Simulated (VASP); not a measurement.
# SiGe4 (P-3m1) in VASP: single point with PBE

Aim: the single point of SiGe4 with PBE.

All numbers are computed with VASP 6.6.1; they aren't measurements. Logs are shortened: lines on timing, memory, paths and dates and some standing lists are left out, and cuts for length are marked.

**1. The cell of the first run**

The structure is trigonal, space group P-3m1 (No. 164). Conventional cell: a = 4.027 Å, b = 4.027 Å, c = 7.099 Å, α = 90.00°, β = 90.00°, γ = 120.00°. Si (site symmetry -3m) has 8 Ge at 1.96 to 2.33 Å within 2.6 Å. Within 3.1 Å of Ge (site symmetry 3m) lie 3 Si at 2.33 Å and 9 Ge at 2.33 to 3.08 Å. Ge (site symmetry 3m) has 1 Si at 1.96 Å within 2.6 Å.

**2. Single point, PBE**

Input file INCAR:

```
SYSTEM = SiGe4
  PREC = Accurate
  ENCUT = 520
  EDIFF = 1E-7
  ISMEAR = 0
  SIGMA = 0.1
  LREAL = .FALSE.
  LASPH = .TRUE.
  NELM = 100
  ALGO = Normal
  ISIF = 2
  LWAVE = .FALSE.
  LCHARG = .FALSE.
  GGA = PE
  NBANDS = 38
```

Input file KPOINTS:

```
Automatic mesh
0
G
  6 6 4
  0 0 0
```

Input file POSCAR:

```
SiGe4
1.0
    4.0266847000      0.0000000000      0.0000000000
   -2.0133423500      3.4872112500      0.0000000000
    0.0000000000      0.0000000000      7.0993037000
Si Ge
1 4
Direct
    0.0000000000      0.0000000000      0.0000000000
    0.3333333300      0.6666666700      0.9906342200
    0.6666666700      0.3333333300      0.0093657800
    0.0000000000      0.0000000000      0.7246042500
    0.0000000000      0.0000000000      0.2753957500
```

Potentials or basis: VASP PAW PBE potentials, release 64 (Si, Ge_d).

On the command line:

```bash
cat potpaw_PBE.64/Si/POTCAR potpaw_PBE.64/Ge_d/POTCAR > POTCAR
mpirun -np 1 vasp_std > vasp.out
```

OUTCAR:

```text
SYSTEM = SiGe4
   PREC = Accurate
   ENCUT = 520
   EDIFF = 1E-7
   ISMEAR = 0
   LREAL = .FALSE.
   LASPH = .TRUE.
   NELM = 100
   ISIF = 2
   GGA = PE

 ion  position               nearest neighbor table
   1  0.000  0.000  0.000-   4 1.96   5 1.96   2 2.33   3 2.33   3 2.33   2 2.33   3 2.33   2 2.33

   2  0.333  0.667  0.991-   1 2.33   1 2.33   1 2.33   3 2.33   3 2.33   3 2.33
   3  0.667  0.333  0.009-   1 2.33   1 2.33   1 2.33   2 2.33   2 2.33   2 2.33
   4  0.000  0.000  0.725-   1 1.96
   5  0.000  0.000  0.275-   1 1.96

  LATTYP: Found a hexagonal cell.
 ALAT       =     4.0266847000
 C/A-ratio  =     1.7630642151

  Lattice vectors:

 A1 = (   4.0266847000,   0.0000000000,   0.0000000000)
 A2 = (  -2.0133423500,   3.4872112500,   0.0000000000)
 A3 = (   0.0000000000,   0.0000000000,   7.0993037000)

Analysis of symmetry for initial positions (statically):
=====================================================================
 Subroutine PRICEL returns:
 Original cell was already a primitive cell.

 Routine SETGRP: Setting up the symmetry group for a
 hexagonal supercell.

 Subroutine GETGRP returns: Found 12 space group operations
 (whereof 12 operations were pure point group operations)
 out of a pool of 24 trial point group operations.

The static configuration has the point symmetry D_3d.

Analysis of symmetry for dynamics (positions and initial velocities):
=====================================================================
 Subroutine PRICEL returns:
 Original cell was already a primitive cell.

 Routine SETGRP: Setting up the symmetry group for a
 hexagonal supercell.

 Subroutine GETGRP returns: Found 12 space group operations
 (whereof 12 operations were pure point group operations)
 out of a pool of 24 trial point group operations.

The dynamic configuration has the point symmetry D_3d.

 Subroutine INISYM returns: Found 12 space group operations
 (whereof 12 operations are pure point group operations),
 and found     1 'primitive' translations

----------------------------------------------------------------------------------------

                                     Primitive cell

  volume of cell :      99.6877

  direct lattice vectors                    reciprocal lattice vectors
     4.026684700  0.000000000  0.000000000     0.248343259  0.143381047  0.000000000
    -2.013342350  3.487211250  0.000000000     0.000000000  0.286762094  0.000000000
     0.000000000  0.000000000  7.099303700     0.000000000  0.000000000  0.140858885

  length of vectors
     4.026684700  4.026684706  7.099303700     0.286762094  0.286762094  0.140858885

  position of ions in fractional coordinates (direct lattice)
     0.000000000  0.000000000  0.000000000
     0.333333330  0.666666670  0.990634220
     0.666666670  0.333333330  0.009365780
     0.000000000  0.000000000  0.724604250
     0.000000000  0.000000000  0.275395750

  ion indices of the primitive-cell ions
   primitive index   ion index
                 1           1
                 2           2
                 3           3
                 4           4
                 5           5

----------------------------------------------------------------------------------------

 KPOINTS: Automatic mesh

Automatic generation of k-mesh.
 Grid dimensions read from file:
 generate k-points for:    6    6    4

 Generating k-lattice:

  Cartesian coordinates                     Fractional coordinates (reciprocal lattice)
     0.041390543  0.023896841  0.000000000     0.166666667 -0.000000000  0.000000000
     0.000000000  0.047793682  0.000000000     0.000000000  0.166666667  0.000000000
     0.000000000  0.000000000  0.035214721     0.000000000  0.000000000  0.250000000

  Length of vectors
     0.047793682  0.047793682  0.035214721

  Shift w.r.t. Gamma in fractional coordinates (k-lattice)
     0.000000000  0.000000000  0.000000000

 Subroutine IBZKPT returns following result:
 ===========================================

 Found     24 irreducible k-points:

 Following reciprocal coordinates:
            Coordinates               Weight
  0.000000  0.000000  0.000000      1.000000
  0.166667  0.000000  0.000000      6.000000
  0.333333  0.000000  0.000000      6.000000
  0.500000  0.000000  0.000000      3.000000
  0.166667  0.166667  0.000000      6.000000
  0.333333  0.166667  0.000000     12.000000
[... 16 lines left out ...]
  0.333333  0.166667  0.500000     12.000000
  0.333333  0.333333  0.500000      2.000000
   k-points           NKPTS =     24   k-points in BZ     NKDIM =     24   number of bands    NBANDS=     38
   number of dos      NEDOS =    301   number of ions     NIONS =      5
   total plane-waves  NPLWV =  48600
   dimension x,y,z NGX =    30 NGY =   30 NGZ =   54
   dimension x,y,z NGXF=    60 NGYF=   60 NGZF=  108
   ions per type =               1   4
   NGX,Y,Z   is equivalent  to a cutoff of  12.39, 12.39, 12.65 a.u.
   NGXF,Y,Z  is equivalent  to a cutoff of  24.77, 24.77, 25.29 a.u.
 SYSTEM =  SiGe4
   PREC   = accura    normal or accurate (medium, high low for compatibility)
   ISTART =      0    job   : 0-new  1-cont  2-samecut
   ICHARG =      2    charge: 1-file 2-atom 10-const
   ISPIN  =      1    spin polarized calculation?
   LNONCOLLINEAR =      F non collinear calculations
   LSORBIT =      F    spin-orbit coupling
   LASPH  =      T    aspherical Exc in radial PAW
   ENCUT  =  520.0 eV  38.22 Ry    6.18 a.u.   7.49  7.49 13.20*2*pi/ulx,y,z
   NELM   =    100;   NELMIN=  2; NELMDL= -5     # of ELM steps
   EDIFF  = 0.1E-06   stopping-criterion for ELM
   LREAL  =      F    real-space projection
   EDIFFG = 0.1E-05   stopping-criterion for IOM
   NSW    =      0    number of steps for IOM
   IBRION =     -1    ionic relax: 0-MD 1-quasi-New 2-CG
   NFREE  =      0    steps in history (QN), initial steepest desc. (CG)
   ISIF   =      2    stress and relaxation
   ISYM   =      2    0-nonsym 1-usesym 2-fastsym
   POTIM  = 0.5000    time-step for ionic-motion
   TEBEG  =    0.0;   TEEND  =   0.0 temperature during run
   PSTRESS=    0.0 pullay stress
   NELECT =      60.0000    total number of electrons
   NUPDOWN=      -1.0000    fix difference up-down
   EMIN   =  10.00;   EMAX   =-10.00  energy-range for DOS
   EFERMI =   0.00;   METHOD = LEGACY
   ISMEAR =     0;   SIGMA  =   0.10  broadening in eV -4-tet -1-fermi 0-gaus
   EFERMI_NEDOS =   21; number of points for ismear=-14 and -15
   IALGO  =     38    algorithm
   IMIX   =      4    mixing-type and parameters
     AMIX     =   0.40;   BMIX     =  1.00
     AMIX_MAG =   1.60;   BMIX_MAG =  1.00
  volume/ion in A,a.u.               =      19.94       134.55
  Fermi-wavevector in a.u.,A,eV,Ry     =   1.382223  2.612022 25.994471  1.910540
  Thomas-Fermi vector in A             =   2.506934
   LORBIT       =      0    0 simple, 1 ext, 2 COOP (PROOUT), +10 PAW based schemes
   GGA     = PE    functional components
   LHFCALC =     F    Hartree Fock is set to
   AEXX    =    0.0000 exact exchange contribution
   IVDW    =     0    specifies the selected vdW correction
   LEPSILON=     F    determine dielectric tensor
   LRPA    =     F    only Hartree local field effects (RPA)
 non-spin polarized calculation
 Gauss-broadening in eV      SIGMA  =   0.10
  energy-cutoff  :      520.00
  volume of cell :       99.69
 maximum number of plane-waves:      2726
 NGX is ok and might be reduce to    30
   NGX = 15   NGY = 15   NGZ = 27

 number of electron      60.0000019 magnetization

 Free energy of the ion-electron system (eV)
  ---------------------------------------------------
  ext. energy  EPLUGINS =         0.00000000
  ---------------------------------------------------
  free energy    TOTEN  =       -12.67531685 eV

  energy without entropy =      -12.65576764  energy(sigma->0) =      -12.66554224

 E-fermi :   6.0452     XC(G=0): -10.0635

 val. band max:        5.9117601282   @ k =   0.3333   0.0000   0.0000
 cond. band min:       6.0491196608   @ k =   0.3333   0.1667   0.2500
 fundamental gap:      0.1373595326
 Fermi energy:         6.0451753599

 k-point     1 :       0.0000    0.0000    0.0000
  band No.  band energies     occupation
      1     -19.8528      2.00000
      2     -19.7941      2.00000
      3     -19.7941      2.00000
      4     -19.7273      2.00000
      5     -19.7273      2.00000
      6     -19.6475      2.00000
[... 30 lines left out ...]
     37      10.1518      0.00000
     38      12.4911      0.00000

 k-point     2 :       0.1667    0.0000    0.0000
  band No.  band energies     occupation
      1     -19.8727      2.00000
      2     -19.8551      2.00000
      3     -19.8285      2.00000
      4     -19.7192      2.00000
      5     -19.7066      2.00000
      6     -19.6052      2.00000
[... 30 lines left out ...]
     37       9.5251      0.00000
     38      13.4428      0.00000

 k-point     3 :       0.3333    0.0000    0.0000
  band No.  band energies     occupation
      1     -19.9426      2.00000
      2     -19.9198      2.00000
      3     -19.8166      2.00000
      4     -19.7287      2.00000
      5     -19.6842      2.00000
      6     -19.5856      2.00000
[... 30 lines left out ...]
     37      11.1200      0.00000
     38      12.6842      0.00000

 k-point     4 :       0.5000    0.0000    0.0000
  band No.  band energies     occupation
      1     -19.9723      2.00000
      2     -19.9434      2.00000
      3     -19.8082      2.00000
      4     -19.7342      2.00000
      5     -19.6709      2.00000
      6     -19.5952      2.00000
[... 30 lines left out ...]
     37      11.3959      0.00000
     38      11.9802      0.00000
[... 703 lines left out ...]
      4     -19.7270      2.00000
      5     -19.6894      2.00000
      6     -19.5739      2.00000
[... 30 lines left out ...]
     37      11.3526      0.00000
     38      11.9288      0.00000

 k-point    23 :       0.3333    0.1667    0.5000
  band No.  band energies     occupation
      1     -20.0088      2.00000
      2     -19.8893      2.00000
      3     -19.8210      2.00000
      4     -19.7384      2.00000
      5     -19.6637      2.00000
      6     -19.5969      2.00000
[... 30 lines left out ...]
     37      11.6155      0.00000
     38      13.2557      0.00000

 k-point    24 :       0.3333    0.3333    0.5000
  band No.  band energies     occupation
      1     -20.0397      2.00000
      2     -19.8475      2.00000
      3     -19.8475      2.00000
      4     -19.7454      2.00000
      5     -19.6288      2.00000
      6     -19.6288      2.00000
[... 30 lines left out ...]
     37      12.4803      0.00000
     38      12.6174      0.00000

------------------------ aborting loop because EDIFF is reached ----------------------------------------

  FORCE on cell =-STRESS in cart. coord.  units (eV):
  Direction    XX          YY          ZZ          XY          YZ          ZX
  --------------------------------------------------------------------------------------
  -------------------------------------------------------------------------------------
  Total       23.9529427     23.9529428     38.0524957      0.0000000      0.0000000      0.0000000
  in kB      384.9708284    384.9708299    611.5783332      0.0000000      0.0000000      0.0000000
  external PRESSURE =     460.5066639 kB  Pullay stress =       0.0000000 kB

 VOLUME and BASIS-vectors are now :
 -----------------------------------------------------------------------------
  energy-cutoff  :      520.00
  volume of cell :       99.69
      direct lattice vectors                 reciprocal lattice vectors
     4.026684700  0.000000000  0.000000000     0.248343259  0.143381047  0.000000000
    -2.013342350  3.487211250  0.000000000     0.000000000  0.286762094  0.000000000
     0.000000000  0.000000000  7.099303700     0.000000000  0.000000000  0.140858885

 POSITION                                       TOTAL-FORCE (eV/Angst)
 -----------------------------------------------------------------------------------
      0.00000      0.00000      0.00000         0.000000      0.000000      0.000000
     -0.00000      2.32481      7.03281        -0.000000      0.000000     -1.004652
      2.01334      1.16240      0.06649         0.000000     -0.000000      1.004652
      0.00000      0.00000      5.14419        -0.000000      0.000000     -9.454404
      0.00000      0.00000      1.95512         0.000000     -0.000000      9.454404
 -----------------------------------------------------------------------------------
    total drift:                                0.000000      0.000000     -0.000000

  FREE ENERGIE OF THE ION-ELECTRON SYSTEM (eV)
  ---------------------------------------------------
  free  energy   TOTEN  =       -12.6753168488 eV

  energy  without entropy=      -12.6557676370  energy(sigma->0) =      -12.66554224
```

It took 66 s on 1 thread of AMD EPYC 7R13 (Zen 3), shared host; peak memory 0.21 GiB.

Results:

- Free energy: -12.6753 eV
- Pressure: 46.1 GPa
- Largest force: 9.454 eV/Å
- Band gap on the k mesh: zero (band 30 reaches 6.58 eV, above the bottom of band 31 at 5.88 eV)

Forces in eV/Å, atoms in the order of the input:
```
Si   0.000  0.000  0.000
Ge   0.000  0.000 -1.005
Ge   0.000  0.000  1.005
Ge   0.000  0.000 -9.454
Ge   0.000  0.000  9.454
```

Caveat: forces of over 1 eV/Å act on the atoms, so gaps and moduli don't describe the material at rest.
